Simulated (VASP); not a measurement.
# Zn3C (P-6m2) in VASP: a series of runs, part 2 of 2

VASP 6.6.1. Earlier steps stand in the parts before.

## Step 4: Single point, PBE

This run uses another cell than the first one, of 13.80 Å³/atom, 1.115 times its volume.

The input, INCAR:

```
PREC = Accurate
ENCUT = 520
EDIFF = 1E-7
ISMEAR = 0
SIGMA = 0.1
LREAL = F
LASPH = T
NELM = 80
ALGO = Normal
ISIF = 2
LWAVE = F
LCHARG = F
GGA = PE
NBANDS = 28
```

The input, KPOINTS:

```
Automatic mesh
0
Gamma
  6 6 4
```

The input, POSCAR:

```
Zn3C
1.0
    3.1683554169      0.0000000000      0.0000000000
   -1.5841777084      2.7438762792      0.0000000000
    0.0000000000      0.0000000000      6.3498541450
Zn C
3 1
Direct
    0.0000000000      0.0000000000      0.5000000000
    0.6666666667      0.3333333333      0.1890846448
    0.6666666667      0.3333333333      0.8109153552
    0.0000000000      0.0000000000      0.0000000000
```

Potentials or basis: VASP PAW PBE potentials, release 64 (Zn, C).

Launch:

```sh
cat potpaw_PBE.64/Zn/POTCAR potpaw_PBE.64/C/POTCAR > POTCAR
mpirun -np 1 vasp_std > vasp.out
```

OUTCAR:

```text
PREC = Accurate
   ENCUT = 520
   EDIFF = 1E-7
   ISMEAR = 0
   LREAL = F
   LASPH = T
   NELM = 80
   ISIF = 2
   GGA = PE

 ion  position               nearest neighbor table
   1  0.000  0.000  0.500-   2 2.69   3 2.69   2 2.69   3 2.69   2 2.69   3 2.69
   2  0.667  0.333  0.189-   4 2.19   4 2.19   4 2.19   3 2.40   1 2.69   1 2.69   1 2.69
   3  0.667  0.333  0.811-   4 2.19   4 2.19   4 2.19   2 2.40   1 2.69   1 2.69   1 2.69
   4  0.000  0.000  0.000-   2 2.19   3 2.19   2 2.19   3 2.19   2 2.19   3 2.19

  LATTYP: Found a hexagonal cell.
 ALAT       =     3.1683554169
 C/A-ratio  =     2.0041483071

  Lattice vectors:

 A1 = (   3.1683554169,   0.0000000000,   0.0000000000)
 A2 = (  -1.5841777084,   2.7438762792,   0.0000000000)
 A3 = (   0.0000000000,   0.0000000000,   6.3498541450)

Analysis of symmetry for initial positions (statically):
=====================================================================
 Subroutine PRICEL returns:
 Original cell was already a primitive cell.

 Routine SETGRP: Setting up the symmetry group for a
 hexagonal supercell.

 Subroutine GETGRP returns: Found 12 space group operations
 (whereof 12 operations were pure point group operations)
 out of a pool of 24 trial point group operations.

The static configuration has the point symmetry D_3h.

Analysis of symmetry for dynamics (positions and initial velocities):
=====================================================================
 Subroutine PRICEL returns:
 Original cell was already a primitive cell.

 Routine SETGRP: Setting up the symmetry group for a
 hexagonal supercell.

 Subroutine GETGRP returns: Found 12 space group operations
 (whereof 12 operations were pure point group operations)
 out of a pool of 24 trial point group operations.

The dynamic configuration has the point symmetry D_3h.
[... 115 lines left out ...]
   EFERMI_NEDOS =   21; number of points for ismear=-14 and -15
   IALGO  =     38    algorithm
   IMIX   =      4    mixing-type and parameters
     AMIX     =   0.40;   BMIX     =  1.00
     AMIX_MAG =   1.60;   BMIX_MAG =  1.00
  volume/ion in A,a.u.               =      13.80        93.13
  Fermi-wavevector in a.u.,A,eV,Ry     =   1.470418  2.778687 29.417547  2.162129
  Thomas-Fermi vector in A             =   2.585677
   LORBIT       =      0    0 simple, 1 ext, 2 COOP (PROOUT), +10 PAW based schemes
   GGA     = PE    functional components
   LHFCALC =     F    Hartree Fock is set to
   AEXX    =    0.0000 exact exchange contribution
   IVDW    =     0    specifies the selected vdW correction
   LEPSILON=     F    determine dielectric tensor
   LRPA    =     F    only Hartree local field effects (RPA)
 non-spin polarized calculation
 Gauss-broadening in eV      SIGMA  =   0.10
  energy-cutoff  :      520.00
  volume of cell :       55.20
 maximum number of plane-waves:      1505
 NGX is ok and might be reduce to    24
   NGX = 11   NGY = 11   NGZ = 23

 number of electron      39.9999983 magnetization

 Free energy of the ion-electron system (eV)
  ---------------------------------------------------
  ext. energy  EPLUGINS =         0.00000000
  ---------------------------------------------------
  free energy    TOTEN  =        -9.08163233 eV

  energy without entropy =       -9.06915558  energy(sigma->0) =       -9.07539395

 E-fermi :   2.9473     XC(G=0): -11.3683

 val. band max:        2.8951117616   @ k =   0.3333   0.1667   0.2500
 cond. band min:       2.9893918541   @ k =   0.3333  -0.0000   0.0000
 fundamental gap:      0.0942800926
 Fermi energy:         2.9473202039

 k-point     1 :       0.0000    0.0000    0.0000
  band No.  band energies     occupation
      1      -9.7537      2.00000
      2      -5.1550      2.00000
      3      -4.9012      2.00000
      4      -4.6872      2.00000
      5      -4.6872      2.00000
      6      -4.5447      2.00000
[... 640 lines left out ...]
     27       9.6122      0.00000
     28      13.2693      0.00000

------------------------ aborting loop because EDIFF is reached ----------------------------------------

  FORCE on cell =-STRESS in cart. coord.  units (eV):
  Direction    XX          YY          ZZ          XY          YZ          ZX
  --------------------------------------------------------------------------------------
  -------------------------------------------------------------------------------------
  Total        0.0383365      0.0383365      0.0910614      0.0000000     -0.0000000      0.0000000
  in kB        1.1126553      1.1126553      2.6429117      0.0000000     -0.0000000      0.0000000
  external PRESSURE =       1.6227408 kB  Pullay stress =       0.0000000 kB

 VOLUME and BASIS-vectors are now :
 -----------------------------------------------------------------------------
  energy-cutoff  :      520.00
  volume of cell :       55.20
      direct lattice vectors                 reciprocal lattice vectors
     3.168355417  0.000000000  0.000000000     0.315621156  0.182223960  0.000000000
    -1.584177708  2.743876279  0.000000000     0.000000000  0.364447919  0.000000000
     0.000000000  0.000000000  6.349854145     0.000000000  0.000000000  0.157483932

 POSITION                                       TOTAL-FORCE (eV/Angst)
 -----------------------------------------------------------------------------------
      0.00000      0.00000      3.17493         0.000000      0.000000      0.000000
      1.58418      0.91463      1.20066         0.000000     -0.000000      0.040508
      1.58418      0.91463      5.14919        -0.000000      0.000000     -0.040508
      0.00000      0.00000      0.00000         0.000000      0.000000      0.000000
 -----------------------------------------------------------------------------------
    total drift:                               -0.000000      0.000000      0.000000

  FREE ENERGIE OF THE ION-ELECTRON SYSTEM (eV)
  ---------------------------------------------------
  free  energy   TOTEN  =        -9.0816323293 eV

  energy  without entropy=       -9.0691555784  energy(sigma->0) =       -9.07539395
```

It took 14 s on 1 thread of Intel Xeon 6975P-C (Granite Rapids), shared host; peak memory 0.17 GiB.

What came out:

```yaml
Free_energy: -9.0816 eV
Pressure: 0.2 GPa
Largest_force: 0.041 eV/Å
Band_gap_on_the_k_mesh: zero (band 20 reaches 4.26 eV, above the bottom of band 21 at 2.33 eV)
```

Forces on the atoms (eV/Å):
```
Zn   0.000  0.000  0.000
Zn   0.000  0.000  0.041
Zn   0.000  0.000 -0.041
C    0.000  0.000  0.000
```

Stress tensor (GPa, compression positive):
```
0.11 0.00 0.00
0.00 0.11 0.00
0.00 0.00 0.26
```

Caveat: the k points lie up to 0.38 Å⁻¹ apart.

## Step 5: Relaxation of cell and atoms, PBE

The input, INCAR:

```
SYSTEM = Zn3C
PREC = Accurate
ENCUT = 600
EDIFF = 1E-6
ISMEAR = 0
SIGMA = 0.1
LREAL = .False.
LASPH = .True.
NELM = 100
ALGO = Normal
ISIF = 3
LWAVE = .False.
LCHARG = .False.
GGA = PE
IBRION = 2
NSW = 90
EDIFFG = -0.04
```

The input, KPOINTS:

```
regular mesh
0
Gamma
  6 6 2
  0 0 0
```

The input, POSCAR:

```
Zn3C
1.0
    2.6399459100      0.0000000000      0.0000000000
   -1.3199729600      2.2862602200      0.0000000000
    0.0000000000      0.0000000000      8.2015140600
Zn C
3 1
Direct
    0.0000000000      0.0000000000      0.5000000000
    0.6666666700      0.3333333300      0.2378099400
    0.6666666700      0.3333333300      0.7621900600
    0.0000000000      0.0000000000      0.0000000000
```

Potentials or basis: VASP PAW PBE potentials, release 64 (Zn, C).

Launch:

```sh
cat potpaw_PBE.64/Zn/POTCAR potpaw_PBE.64/C/POTCAR > POTCAR
mpirun -np 1 vasp_std > vasp.out
```

OUTCAR:

```text
SYSTEM = Zn3C
   PREC = Accurate
   ENCUT = 600
   EDIFF = 1E-6
   ISMEAR = 0
   LREAL = .False.
   LASPH = .True.
   NELM = 100
   ISIF = 3
   GGA = PE
   IBRION = 2
   NSW = 90
   EDIFFG = -0.04

 ion  position               nearest neighbor table
   1  0.000  0.000  0.500-   2 2.64   3 2.64   2 2.64   3 2.64   2 2.64   3 2.64
   2  0.667  0.333  0.238-   4 2.48   4 2.48   4 2.48   1 2.64   1 2.64   1 2.64
   3  0.667  0.333  0.762-   4 2.48   4 2.48   4 2.48   1 2.64   1 2.64   1 2.64
   4  0.000  0.000  0.000-   2 2.48   3 2.48   2 2.48   3 2.48   2 2.48   3 2.48

  LATTYP: Found a hexagonal cell.
 ALAT       =     2.6399459100
 C/A-ratio  =     3.1066977656

  Lattice vectors:

 A1 = (   2.6399459100,   0.0000000000,   0.0000000000)
 A2 = (  -1.3199729600,   2.2862602200,   0.0000000000)
 A3 = (   0.0000000000,   0.0000000000,   8.2015140600)

Analysis of symmetry for initial positions (statically):
=====================================================================
 Subroutine PRICEL returns:
 Original cell was already a primitive cell.

 Routine SETGRP: Setting up the symmetry group for a
 hexagonal supercell.

 Subroutine GETGRP returns: Found 12 space group operations
[... 162 lines left out ...]
------------------------ aborting loop because EDIFF is reached ----------------------------------------

  FORCE on cell =-STRESS in cart. coord.  units (eV):
  Direction    XX          YY          ZZ          XY          YZ          ZX
  --------------------------------------------------------------------------------------
  -------------------------------------------------------------------------------------
  Total        3.1567829      3.1567829     -0.7189075     -0.0000000      0.0000000     -0.0000000
  in kB      102.1740414    102.1740412    -23.2685275     -0.0000002      0.0000000     -0.0000000
  external PRESSURE =      60.3598517 kB  Pullay stress =       0.0000000 kB
[... 95 lines left out ...]
  FREE ENERGIE OF THE ION-ELECTRON SYSTEM (eV)
  ---------------------------------------------------
  free  energy   TOTEN  =        -8.2925952152 eV

  energy  without entropy=       -8.2801114570  energy(sigma->0) =       -8.28635334

[... ionic steps 4 to 14 ...]

--------------------------------------- Ionic step       15  -------------------------------------------

 number of electron      39.9999995 magnetization

------------------------ aborting loop because EDIFF is reached ----------------------------------------
[... 71 lines left out ...]
--------------------------------------- Ionic step       17  -------------------------------------------

 number of electron      40.0000000 magnetization

 Free energy of the ion-electron system (eV)
  ---------------------------------------------------
  ext. energy  EPLUGINS =         0.00000000
  ---------------------------------------------------
  free energy    TOTEN  =        -9.16398326 eV

  energy without entropy =       -9.15786095  energy(sigma->0) =       -9.16092211

 E-fermi :   3.3256     XC(G=0): -11.4417

 val. band max:        3.0754203526   @ k =   0.5000   0.0000   0.5000
 cond. band min:       3.3807743612   @ k =   0.3333   0.0000   0.0000
 fundamental gap:      0.3053540086
 Fermi energy:         3.3256079711

 k-point     1 :       0.0000    0.0000    0.0000
  band No.  band energies     occupation
      1      -9.7673      2.00000
      2      -5.1574      2.00000
      3      -4.9142      2.00000
      4      -4.6216      2.00000
      5      -4.6216      2.00000
      6      -4.4877      2.00000
[... 398 lines left out ...]
  FREE ENERGIE OF THE ION-ELECTRON SYSTEM (eV)
  ---------------------------------------------------
  free  energy   TOTEN  =        -9.1639832645 eV

  energy  without entropy=       -9.1578609547  energy(sigma->0) =       -9.16092211

 reached required accuracy - stopping structural energy minimisation
```

OSZICAR:

```text
N       E                     dE             d eps       ncg     rms          rms(c)
DAV:   1     0.228867576323E+03    0.22887E+03   -0.22542E+04   672   0.287E+03
DAV:   2     0.429353720478E+01   -0.22457E+03   -0.22136E+03   728   0.425E+02
DAV:   3    -0.929568926670E+01   -0.13589E+02   -0.13228E+02   768   0.110E+02
[... 174 lines left out ...]
DAV:   2    -0.916435619111E+01    0.13781E-02   -0.64087E-03   784   0.145E+00    0.138E-01
DAV:   3    -0.916407810837E+01    0.27808E-03   -0.23371E-04   848   0.316E-01    0.717E-02
DAV:   4    -0.916398244474E+01    0.95664E-04   -0.11837E-04   792   0.216E-01    0.108E-02
DAV:   5    -0.916398354190E+01   -0.10972E-05   -0.27800E-05   720   0.917E-02    0.590E-03
DAV:   6    -0.916398326451E+01    0.27740E-06   -0.39229E-06   600   0.239E-02
  17 F= -.91639833E+01 E0= -.91609221E+01  d E =-.254721E-01
```

CONTCAR:

```text
Zn3C
   1.00000000000000
     3.1037752345982690   -0.0000000010327327   -0.0000000000000000
    -1.5518876240719903    2.6879481972107042   -0.0000000000000000
    -0.0000000000000000    0.0000000000000000    6.5280464338407072
  Zn              C
     3     1
Direct
     0.0000000000000000    1.0000000000000000    0.5000000000000000
     0.6666666699999979    0.3333333300000021    0.1849517621941818
     0.6666666699999979    0.3333333300000021    0.8150482378058183
     0.0000000000000000    0.0000000000000000    0.0000000000000000

  0.00000000E+00  0.00000000E+00  0.00000000E+00
  0.00000000E+00  0.00000000E+00  0.00000000E+00
  0.00000000E+00  0.00000000E+00  0.00000000E+00
  0.00000000E+00  0.00000000E+00  0.00000000E+00
```

Run time: 2 min. Hardware: 1 thread of Intel Xeon 6975P-C (Granite Rapids), shared host; peak memory 0.2 GiB.

What came out:

| Item | Value |
| --- | --- |
| Free energy | -9.1640 eV |
| Relaxed volume | 13.62 Å³/atom |
| Relaxed cell | a = 3.104 Å, b = 3.104 Å, c = 6.528 Å, α = 90.00°, β = 90.00°, γ = 120.00° |
| Space group after relaxing (to 0.05 Å) | P-6m2 (No. 187) |
| Energy gained by relaxing | 330.4 meV/atom |
| Ionic steps | 17 |
| Pressure after relaxing | 0.3 GPa |
| Largest force after relaxing | 0.040 eV/Å |
| Band gap on the k mesh | zero (band 20 reaches 4.69 eV, above the bottom of band 21 at 2.55 eV) |

Forces on the atoms (eV/Å):
```
Zn   0.000  0.000  0.000
Zn   0.000  0.000  0.040
Zn   0.000  0.000 -0.040
C    0.000  0.000  0.000
```

The path:
```csv
step,energy change (eV),largest force (eV/Å),pressure (GPa),volume (Å³)
1,0.0000,1.3933,6.04,49.50
2,-0.3006,1.1509,-1.89,52.88
3,-0.4503,1.1617,-8.26,58.24
4,-0.7106,0.9171,-7.41,57.13
5,-1.2120,0.0167,2.83,53.46
6,-1.1147,1.6790,9.43,52.09
7,-1.2210,0.1478,3.57,53.22
8,-1.2221,0.3184,4.37,53.05
9,-1.2030,1.4998,4.11,54.54
10,-1.2491,0.7315,4.08,53.75
11,-1.2962,0.1819,-1.11,56.06
12,-1.2962,0.1850,-1.07,56.05
13,-1.3057,0.1586,-0.86,55.70
14,-1.3185,0.0854,-0.15,54.98
15,-1.3107,0.0619,1.49,53.51
16,-1.3215,0.0492,0.35,54.54
17,-1.3217,0.0398,0.35,54.46
```

Final structure:
```cif
data_structure
_symmetry_space_group_name_H-M 'P 1'
_symmetry_Int_Tables_number 1
_cell_length_a 3.1038
_cell_length_b 3.1038
_cell_length_c 6.5280
_cell_angle_alpha 90.000
_cell_angle_beta 90.000
_cell_angle_gamma 120.000
_cell_volume 54.46
loop_
_atom_site_label
_atom_site_type_symbol
_atom_site_fract_x
_atom_site_fract_y
_atom_site_fract_z
_atom_site_occupancy
Zn1 Zn 0.00000 0.00000 0.50000 1
Zn2 Zn 0.66667 0.33333 0.18495 1
Zn3 Zn 0.66667 0.33333 0.81505 1
C1 C 0.00000 0.00000 0.00000 1
```

Caveat: the k points lie up to 0.48 Å⁻¹ apart in the final cell.

## Step 6: Relaxation of cell and atoms, PBE

This run uses another cell than the first one, of 13.58 Å³/atom, 1.098 times its volume.

The input, INCAR:

```
SYSTEM = Zn3C
PREC = Accurate
ENCUT = 600
EDIFF = 1E-7
ISMEAR = 0
SIGMA = 0.1
LREAL = .FALSE.
LASPH = .TRUE.
NELM = 100
ALGO = Normal
ISIF = 3
LWAVE = .FALSE.
LCHARG = .FALSE.
GGA = PE
IBRION = 2
NSW = 90
EDIFFG = -0.04
```

The input, KPOINTS:

```
regular mesh
0
G
  6 6 4
  0 0 0
```

The input, POSCAR:

```
Zn3C
1.0
    3.1071858123      0.0000000000      0.0000000000
   -1.5535929061      2.6909018477      0.0000000000
    0.0000000000      0.0000000000      6.4984143403
Zn C
3 1
Direct
    0.0000000000      0.0000000000      0.5000000000
    0.6666666667      0.3333333333      0.1855861399
    0.6666666667      0.3333333333      0.8144138601
    0.0000000000      0.0000000000      0.0000000000
```

Potentials or basis: VASP PAW PBE potentials, release 64 (Zn, C).

Launch:

```sh
cat potpaw_PBE.64/Zn/POTCAR potpaw_PBE.64/C/POTCAR > POTCAR
mpirun -np 1 vasp_std > vasp.out
```

Wall time 46 s (1 thread of Intel Xeon 6975P-C (Granite Rapids), shared host); peak memory 0.2 GiB.

It converged, with:

```
Free energy                            : -9.0685 eV
Relaxed volume                         : 13.78 Å³/atom
Relaxed cell                           : a = 3.120 Å, b = 3.120 Å, c = 6.536 Å, α = 90.00°, β = 90.00°, γ = 120.00°
Space group after relaxing (to 0.05 Å) : P-6m2 (No. 187)
Energy gained by relaxing              : 1.4 meV/atom
Ionic steps                            : 3
Pressure after relaxing                : 0.0 GPa
Largest force after relaxing           : 0.022 eV/Å
Band gap on the k mesh                 : zero (band 20 reaches 4.45 eV, above the bottom of band 21 at 2.48 eV)
```

Forces in eV/Å, atoms in the order of the input:
```
Zn   0.000  0.000  0.000
Zn   0.000  0.000  0.022
Zn   0.000  0.000 -0.022
C    0.000  0.000  0.000
```

Stress tensor (GPa, compression positive):
```
 0.12  0.00  0.00
 0.00  0.12  0.00
 0.00  0.00 -0.36
```

Step by step:
```tsv
step	energy change (eV)	largest force (eV/Å)	pressure (GPa)	volume (Å³)
1	0.0000	0.2182	1.56	54.33
2	-0.0049	0.0417	-0.56	55.38
3	-0.0055	0.0217	-0.04	55.11
```

Final structure:
```
Zn C
1.0
     3.12022    0.00000    0.00000
    -1.56011    2.70219    0.00000
     0.00000    0.00000    6.53624
Zn C
3 1
Direct
  0.00000 0.00000 0.50000
  0.66667 0.33333 0.18679
  0.66667 0.33333 0.81321
  0.00000 0.00000 0.00000
```

Levels at points of the mesh, in eV from the Fermi level:
```csv
k point,band 17,band 18,band 19,band 20,band 21,band 22,band 23,band 24
"(0.00, 0.00, 0.00)",-6.75,-5.91,0.82,1.41,1.41,3.76,8.07,10.36
"(0.50, 0.00, 0.00)",-5.39,-3.01,-2.53,-1.23,-0.22,0.29,4.22,5.96
"(0.00, 0.00, 0.50)",-6.80,-3.42,-2.51,1.42,1.42,6.57,6.61,10.84
"(0.50, 0.00, 0.50)",-5.20,-3.75,-2.97,-0.14,0.37,1.31,3.27,4.48
```

Caveat: the k points lie up to 0.39 Å⁻¹ apart in the final cell.

## Step 7: Overview

| task | cell | k mesh | cutoff (eV) | gap on the mesh (eV) | pressure (GPa) | relaxed volume (Å³/atom) | largest force (eV/Å) |
| --- | --- | --- | --- | --- | --- | --- | --- |
| single point | a = 2.640, b = 2.640, c = 8.202 Å, angles 90.0, 90.0, 120.0°, 4 atoms | 6 × 6 × 2 | 520 | none | 6.1 | - | 1.39 |
| single point | a = 3.107, b = 3.107, c = 6.498 Å, angles 90.0, 90.0, 120.0°, 4 atoms | 6 × 6 × 2 | 520 | none | 0.5 | - | 0.03 |
| single point | a = 3.168, b = 3.168, c = 6.350 Å, angles 90.0, 90.0, 120.0°, 4 atoms | 6 × 6 × 4 | 520 | none | 0.2 | - | 0.04 |
| relaxation of cell and atoms | relaxed from a = 2.640, b = 2.640, c = 8.202 Å, angles 90.0, 90.0, 120.0°, 4 atoms | 6 × 6 × 2 | 600 | none | 0.3 | 13.62 | 0.04 |
| relaxation of cell and atoms | relaxed from a = 3.107, b = 3.107, c = 6.498 Å, angles 90.0, 90.0, 120.0°, 4 atoms | 6 × 6 × 4 | 600 | none | 0.0 | 13.78 | 0.02 |

Alike in all rows: level PBE; potentials or basis VASP PAW PBE potentials, release 64 (Zn, C); no spin polarisation; smearing gaussian 0.1 eV.

Caveats: all runs use coarse meshes; forces of over 1 eV/Å act on the atoms, so gaps and moduli don't describe the material at rest (some runs).

Total energies depend on the potentials used, so only differences within one code and one set of settings carry meaning.
